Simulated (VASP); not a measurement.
Runs of VASP 6.6.1 on Y. The structure is that of space group P6_3/mmc (No. 194), or close to it. The cells are those of the table. 

```tsv
task	level	potentials or basis	cell	cutoff (eV)	gap on the mesh (eV)	pressure (GPa)	relaxed volume (Å³/atom)
relaxation of cell and atoms	LDA	VASP PAW LDA potentials, release 64 (Y_sv)	relaxed from a = 3.647, b = 3.647, c = 5.731 Å, angles 90.0, 90.0, 120.0°, 2 atoms	600	none	0.0	(a)
single point	PBEsol	VASP PAW PBE potentials, release 64 (Y_sv)	a = 3.592, b = 3.592, c = 5.609 Å, angles 90.0, 90.0, 120.0°, 2 atoms	520	none	-0.1	-
single point	RPBE	VASP PAW PBE potentials, release 64 (Y_sv)	a = 3.698, b = 3.698, c = 5.774 Å, angles 90.0, 90.0, 120.0°, 2 atoms	520	none	-0.1	-
single point	LDA	VASP PAW LDA potentials, release 64 (Y_sv)	a = 3.530, b = 3.530, c = 5.539 Å, angles 90.0, 90.0, 120.0°, 2 atoms	520	none	-0.1	-
single point	revPBE	VASP PAW PBE potentials, release 64 (Y_sv)	a = 3.686, b = 3.686, c = 5.753 Å, angles 90.0, 90.0, 120.0°, 2 atoms	520	none	-0.1	-
single point	r2SCAN	VASP PAW PBE potentials, release 64 (Y_sv)	a = 3.681, b = 3.681, c = 5.723 Å, angles 90.0, 90.0, 120.0°, 2 atoms	520	none	0.0	-
single point	PBE	VASP PAW PBE potentials, release 64 (Y_sv)	a = 3.653, b = 3.653, c = 5.696 Å, angles 90.0, 90.0, 120.0°, 2 atoms	520	none	-0.1	-
relaxation of cell and atoms	RPBE	VASP PAW PBE potentials, release 64 (Y_sv)	relaxed from a = 3.647, b = 3.647, c = 5.731 Å, angles 90.0, 90.0, 120.0°, 2 atoms	600	none	0.0	34.09
single point	BLYP	VASP PAW PBE potentials, release 64 (Y_sv)	a = 3.686, b = 3.686, c = 5.738 Å, angles 90.0, 90.0, 120.0°, 2 atoms	520	none	-0.1	-
relaxation of cell and atoms	revPBE	VASP PAW PBE potentials, release 64 (Y_sv)	relaxed from a = 3.647, b = 3.647, c = 5.731 Å, angles 90.0, 90.0, 120.0°, 2 atoms	600	none	0.0	33.75
```

Alike in all rows: no spin polarisation; k mesh 8 × 8 × 5; smearing fermi-dirac 0.05 eV.

Task: Fill in the values left out.

Result: (a) 29.77.

Caveats: the PAW data sets were made with another functional, which shifts forces and pressure a little (at least some runs).

A k mesh can miss the band edges, and the runs leave out spin-orbit coupling on Y.

A gap of «none» marks levels without a gap at the run's occupations.
